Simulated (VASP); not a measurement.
# NaCl (Pm-3m) in VASP: a series of runs, part 2 of 2

VASP 6.6.1. The steps go on from the part before.

## 4. Single point, PBEsol+U

Input file INCAR:

```
SYSTEM = NaCl
PREC = Accurate
ENCUT = 1130
EDIFF = 1E-6
ISMEAR = -5
SIGMA = 0.1
LREAL = .False.
LASPH = .True.
NELM = 200
ALGO = Normal
ISIF = 2
LWAVE = .False.
LCHARG = .False.
LDAU = .True.
LDAUTYPE = 2
LDAUL = -1 1
LDAUU = 0 1.1
LDAUJ = 0 0
LDAUPRINT = 1
GGA = PS
NBANDS = 15
GGA_COMPAT = .False.
```

Input file KPOINTS:

```
Automatic mesh
0
Gamma
  4 4 4
  0 0 0
```

Input file POSCAR:

```
NaCl
1.0
    3.5021900000      0.0000000000      0.0000000000
    0.0000000000      3.5021900000      0.0000000000
    0.0000000000      0.0000000000      3.5021900000
Na Cl
1 1
Direct
    0.0000000000      0.0000000000      0.0000000000
    0.5000000000      0.5000000000      0.5000000000
```

Potentials or basis: VASP PAW PBE potentials, release 64 (Na_sv, Cl).

Command:

```sh
> cat potpaw_PBE.64/Na_sv/POTCAR potpaw_PBE.64/Cl/POTCAR > POTCAR
> mpirun -np 1 vasp_std > vasp.out
```

OUTCAR:

```text
SYSTEM = NaCl
   PREC = Accurate
   ENCUT = 1130
   EDIFF = 1E-6
   ISMEAR = -5
   LREAL = .False.
   LASPH = .True.
   NELM = 200
   ISIF = 2
   GGA = PS

 ion  position               nearest neighbor table
   1  0.000  0.000  0.000-
   2  0.500  0.500  0.500-

  LATTYP: Found a simple cubic cell.
 ALAT       =     3.5021900000

  Lattice vectors:

 A1 = (   3.5021900000,   0.0000000000,   0.0000000000)
 A2 = (   0.0000000000,   3.5021900000,   0.0000000000)
 A3 = (   0.0000000000,   0.0000000000,   3.5021900000)

Analysis of symmetry for initial positions (statically):
=====================================================================
 Subroutine PRICEL returns:
 Original cell was already a primitive cell.

 Routine SETGRP: Setting up the symmetry group for a
 simple cubic supercell.

 Subroutine GETGRP returns: Found 48 space group operations
 (whereof 48 operations were pure point group operations)
 out of a pool of 48 trial point group operations.

The static configuration has the point symmetry O_h .

Analysis of symmetry for dynamics (positions and initial velocities):
=====================================================================
 Subroutine PRICEL returns:
 Original cell was already a primitive cell.

 Routine SETGRP: Setting up the symmetry group for a
 simple cubic supercell.

 Subroutine GETGRP returns: Found 48 space group operations
 (whereof 48 operations were pure point group operations)
 out of a pool of 48 trial point group operations.

The dynamic configuration has the point symmetry O_h .

 Subroutine INISYM returns: Found 48 space group operations
 (whereof 48 operations are pure point group operations),
 and found     1 'primitive' translations

----------------------------------------------------------------------------------------

[... 109 lines left out ...]
   LHFCALC =     F    Hartree Fock is set to
   AEXX    =    0.0000 exact exchange contribution
   IVDW    =     0    specifies the selected vdW correction
   LEPSILON=     F    determine dielectric tensor
   LRPA    =     F    only Hartree local field effects (RPA)
 non-spin polarized calculation
 Fermi weights with tetrahedron method with Bloechl corrections
  energy-cutoff  :     1130.00
  volume of cell :       42.96
 maximum number of plane-waves:      3743
 NGX is ok and might be reduce to    40
   NGX = 19   NGY = 19   NGZ = 19

 number of electron      16.0000003 magnetization

 Free energy of the ion-electron system (eV)
  ---------------------------------------------------
  ext. energy  EPLUGINS =         0.00000000
  ---------------------------------------------------
  free energy    TOTEN  =        -5.93217672 eV

  energy without entropy =       -5.93217672  energy(sigma->0) =       -5.93217672

 E-fermi :   0.6787     XC(G=0):  -8.5515

 val. band max:        0.5675292532   @ k =   0.5000   0.5000   0.0000
 cond. band min:       4.4498955403   @ k =   0.0000   0.0000   0.0000
 fundamental gap:      3.8823662872
 Fermi energy:         0.6786655683

 k-point     1 :       0.0000    0.0000    0.0000
  band No.  band energies     occupation
      1     -49.2706      2.00000
      2     -21.3368      2.00000
      3     -21.3368      2.00000
      4     -21.3368      2.00000
      5     -12.7179      2.00000
      6       0.0699      2.00000
      7       0.0699      2.00000
      8       0.0699      2.00000
      9       4.4499      0.00000
     10       9.0346      0.00000
     11       9.0346      0.00000
     12      16.1859      0.00000
     13      16.1859      0.00000
     14      16.1859      0.00000
[... 149 lines left out ...]
      2     -21.3637      2.00000
      3     -21.3637      2.00000
      4     -21.3637      2.00000
      5     -11.8025      2.00000
      6      -1.3031      2.00000
      7      -1.3031      2.00000
      8      -1.3031      2.00000
      9       7.5789      0.00000
     10       7.5789      0.00000
     11       7.5789      0.00000
     12      12.2756      0.00000
     13      16.3359      0.00000
     14      16.3359      0.00000
     15      16.3359      0.00000

------------------------ aborting loop because EDIFF is reached ----------------------------------------

  FORCE on cell =-STRESS in cart. coord.  units (eV):
  Direction    XX          YY          ZZ          XY          YZ          ZX
  --------------------------------------------------------------------------------------
  -------------------------------------------------------------------------------------
  Total       -0.3647516     -0.3647516     -0.3647516     -0.0000000     -0.0000000      0.0000000
  in kB      -13.6046894    -13.6046894    -13.6046894     -0.0000000     -0.0000000      0.0000000
  external PRESSURE =     -13.6046894 kB  Pullay stress =       0.0000000 kB

 VOLUME and BASIS-vectors are now :
 -----------------------------------------------------------------------------
  energy-cutoff  :     1130.00
  volume of cell :       42.96
      direct lattice vectors                 reciprocal lattice vectors
     3.502190000  0.000000000  0.000000000     0.285535622  0.000000000  0.000000000
     0.000000000  3.502190000  0.000000000     0.000000000  0.285535622  0.000000000
     0.000000000  0.000000000  3.502190000     0.000000000  0.000000000  0.285535622

 POSITION                                       TOTAL-FORCE (eV/Angst)
 -----------------------------------------------------------------------------------
      0.00000      0.00000      0.00000         0.000000      0.000000      0.000000
      1.75110      1.75110      1.75110         0.000000      0.000000      0.000000
 -----------------------------------------------------------------------------------
    total drift:                                0.000000      0.000000     -0.000000

  FREE ENERGIE OF THE ION-ELECTRON SYSTEM (eV)
  ---------------------------------------------------
  free  energy   TOTEN  =        -5.9321767182 eV

  energy  without entropy=       -5.9321767182  energy(sigma->0) =       -5.93217672
```

stdout:

```text
POSCAR found type information on POSCAR NaCl
 POSCAR found :  2 types and       2 ions
 scaLAPACK will be used
 -----------------------------------------------------------------------------
|                                                                             |
|                                                                             |
|     You enforced a specific xc type in the INCAR file but a different       |
|     I HOPE YOU KNOW WHAT YOU ARE DOING!                                     |
|                                                                             |
 -----------------------------------------------------------------------------

 LDA part: xc-table for (Slater+PW92), standard interpolation
 POSCAR, INCAR and KPOINTS ok, starting setup
 FFT: planning ... GRIDC
 FFT: planning ... GRID_SOFT
 FFT: planning ... GRID
 WAVECAR not read
 entering main loop
```

Run time: 19 s. Hardware: 1 thread of Intel Xeon Platinum 8488C (Sapphire Rapids), shared host; peak memory 0.23 GiB.

What came out:

| Item | Value |
| --- | --- |
| Free energy | -5.9322 eV |
| Pressure | -1.4 GPa |
| Band gap on the k mesh | 3.88 eV (least direct gap 4.38 eV) |

Caveat: the k points lie up to 0.45 Å⁻¹ apart; the PAW data sets were made with another functional, which shifts forces and pressure a little.

## 5. Overview

| level | U | k mesh | smearing | gap on the mesh (eV) | pressure (GPa) |
| --- | --- | --- | --- | --- | --- |
| PBE+U | Cl p U = 3.0 eV | 4 × 4 × 4 | gaussian 0.1 eV | 4.13 | -0.3 |
| PBE+U | Cl p U = 7.1 eV | 5 × 3 × 1 | gaussian 0.1 eV | 4.43 | 4.8 |
| PBEsol+U | Cl p U = 1.1 eV | 4 × 4 × 4 | tetrahedron | 3.88 | -1.4 |

Alike in all rows: task single point; potentials or basis VASP PAW PBE potentials, release 64 (Na_sv, Cl); no spin polarisation; cell as given; cutoff (eV) 1130.

Caveats: all runs use coarse meshes; an odd mesh through Γ misses points on the zone boundary, where band edges can lie (at least some runs); the PAW data sets were made with another functional, which shifts forces and pressure a little (at least some runs).

Total energies depend on the potentials used, so only differences within one code and one set of settings carry meaning.
